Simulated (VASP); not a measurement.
A run of VASP 6.6.1:

The input INCAR:

```
SYSTEM = BN
PREC = Accurate ; ENCUT = 520
EDIFF = 1E-6 ; ISMEAR = -1
SIGMA = 0.02 ; LREAL = .False.
LASPH = .True. ; NELM = 80
ALGO = Normal ; ISIF = 2
LWAVE = .False. ; LCHARG = .False.
GGA = PE ; NBANDS = 16
```

The input KPOINTS:

```
regular mesh
0
Gamma
  11 11 4
  0 0 0
```

The input POSCAR:

```
BN
1.0
    2.4789517873      0.0000000000      0.0000000000
   -1.2394758937      2.1468352225      0.0000000000
    0.0000000000      0.0000000000      6.6612000000
B N
2 2
Direct
    0.3333333333      0.6666666667      0.2500000000
    0.6666666667      0.3333333333      0.7500000000
    0.3333333333      0.6666666667      0.7500000000
    0.6666666667      0.3333333333      0.2500000000
```

Potentials or basis: VASP PAW PBE potentials, release 64 (B, N).

Command:

```sh
$ cat potpaw_PBE.64/B/POTCAR potpaw_PBE.64/N/POTCAR > POTCAR
$ mpirun -np 1 vasp_std > vasp.out
```

Hardware: 1 thread of Intel(R) Xeon(R) 6975P-C (Granite Rapids), with other jobs on the host.

Task: How long does it take, and how much memory?

Result: Wall time 24 s on 1 thread of Intel(R) Xeon(R) 6975P-C (Granite Rapids), with other jobs on the host, peak memory 0.14 GiB. Counts: scf iterations 13, k points 48.
